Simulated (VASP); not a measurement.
Input of a VASP 6.6.1 run:

Contents of INCAR:

```
ALGO = Normal ; EDIFF = 1E-6
ENCUT = 520 ; GGA = CA
ISIF = 2 ; ISMEAR = -1
ISPIN = 2 ; LASPH = T
LCHARG = F ; LMAXMIX = 4
LORBIT = 11 ; LREAL = F
LWAVE = F ; MAGMOM = 4 0
NBANDS = 20 ; NELM = 150
PREC = Accurate ; SIGMA = 0.1
```

Contents of KPOINTS:

```
k-points
0
Gamma
  9 9 9
```

The input POSCAR:

```
MnSe
1.0
    0.0000000000      2.7200000000      2.7200000000
    2.7200000000      0.0000000000      2.7200000000
    2.7200000000      2.7200000000      0.0000000000
Mn Se
1 1
Direct
    0.0000000000      0.0000000000      0.0000000000
    0.5000000000      0.5000000000      0.5000000000
```

Potentials or basis: VASP PAW LDA potentials, release 64 (Mn_pv, Se).

The run is started by

```sh
$ cat potpaw_LDA.64/Mn_pv/POTCAR potpaw_LDA.64/Se/POTCAR > POTCAR
$ mpirun -np 1 vasp_std > vasp.out
```

Q: What does it give for the net moment?

A: 4.50 μB per cell.

Q: Estimate the pressure.

A: -9.5 GPa.

Caveat: a cell with one magnetic atom can't hold antiferromagnetic order, which such compounds often take.
